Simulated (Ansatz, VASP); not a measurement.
## Si16CO: VASP beside Ansatz

File INCAR:

```
SYSTEM = Si16CO
ALGO = Normal
DIPOL = 0.5 0.5 0.282
EDIFF = 1E-7
ENCUT = 520
GGA = PE
IDIPOL = 3
ISIF = 2
ISMEAR = 0
LASPH = .TRUE.
LCHARG = .FALSE.
LDIPOL = .TRUE.
LREAL = Auto
LWAVE = .FALSE.
NBANDS = 52
NELM = 80
PREC = Accurate
SIGMA = 0.05
```

File KPOINTS:

```
k-points
0
G
  4 4 1
  0 0 0
```

The input POSCAR:

```
Si16CO
1.0
    7.7354121591      0.0000000000      0.0000000000
    0.0000000000      7.7354121591      0.0000000000
    0.0000000000      0.0000000000     22.1119221361
Si C O
16 1 1
Direct
    0.0000000000      0.2500000000      0.1808978874
    0.0000000000      0.7500000000      0.1808978874
    0.5000000000      0.2500000000      0.1808978874
    0.5000000000      0.7500000000      0.1808978874
    0.0000000000      0.0000000000      0.2427396662
    0.0000000000      0.5000000000      0.2427396662
    0.5000000000      0.0000000000      0.2427396662
    0.5000000000      0.5000000000      0.2427396662
    0.2500000000      0.0000000000      0.3062012287
    0.2500000000      0.5000000000      0.3062012287
    0.7500000000      0.0000000000      0.3062012287
    0.7500000000      0.5000000000      0.3062012287
    0.2500000000      0.2500000000      0.3668573942
    0.2500000000      0.7500000000      0.3668573942
    0.7500000000      0.2500000000      0.3668573942
    0.7500000000      0.7500000000      0.3668573942
    0.5000000000      0.7500000000      0.3257031248
    0.4275750319      0.7694062117      0.3711351530
```

Input for Ansatz:

```yaml
crystal:
  lattice:
    - [7.7354121591, 0.0, 0.0]
    - [0.0, 7.7354121591, 0.0]
    - [0.0, 0.0, 22.1119221361]
  atoms:
    - { symbol: Si, position: [0.0, 0.25, 0.1808978874] }
    - { symbol: Si, position: [0.0, 0.75, 0.1808978874] }
    - { symbol: Si, position: [0.5, 0.25, 0.1808978874] }
    - { symbol: Si, position: [0.5, 0.75, 0.1808978874] }
    - { symbol: Si, position: [0.0, 0.0, 0.2427396662] }
    - { symbol: Si, position: [0.0, 0.5, 0.2427396662] }
    - { symbol: Si, position: [0.5, 0.0, 0.2427396662] }
    - { symbol: Si, position: [0.5, 0.5, 0.2427396662] }
    - { symbol: Si, position: [0.25, 0.0, 0.3062012287] }
    - { symbol: Si, position: [0.25, 0.5, 0.3062012287] }
    - { symbol: Si, position: [0.75, 0.0, 0.3062012287] }
    - { symbol: Si, position: [0.75, 0.5, 0.3062012287] }
    - { symbol: Si, position: [0.25, 0.25, 0.3668573942] }
    - { symbol: Si, position: [0.25, 0.75, 0.3668573942] }
    - { symbol: Si, position: [0.75, 0.25, 0.3668573942] }
    - { symbol: Si, position: [0.75, 0.75, 0.3668573942] }
    - { symbol: C, position: [0.5, 0.75, 0.3257031248] }
    - { symbol: O, position: [0.4275750319, 0.7694062117, 0.371135153] }
basis:
  ecutwfc: 420
kpoints:
  mp_grid: { grid: [4, 4, 1] }
hamiltonian:
  xc: pbe
scf:
  occupations: { method: gaussian, width: 0.05 }
output:
  forces: true
  eigenvalues: true
efield:
  axis: 3
  dipole_correction: true
  ramp_width: 0.04
```

Alike in both runs: task single point; functional PBE; k mesh 4 × 4 × 1; occupations gaussian, width 0.05 eV; no spin polarisation.

|  | VASP | Ansatz |
| --- | --- | --- |
| version | VASP 6.6.1 | Ansatz 0.2.0 |
| potentials or method | VASP PAW PBE potentials, release 64 (Si, C, O), cutoff 520 eV | scalar-relativistic, plane waves, PAW |
| valence electrons in the cell | 74 | 74 |

```tsv
	VASP	Ansatz	Ansatz less VASP
gap on the k mesh at the Fermi level (eV)	none	none	-
rms of the force components (eV/Å)	4.181	4.197	+0.0156
```

Atom by atom the forces differ by 0.166 eV/Å (rms over components). A gap of «none» marks a metal or a gap that the smearing closes. With one functional, cell and mesh, what is left measures potentials, basis and numerics.

Noted on VASP's run: the standard files for N, O and F lose accuracy on very short bonds.
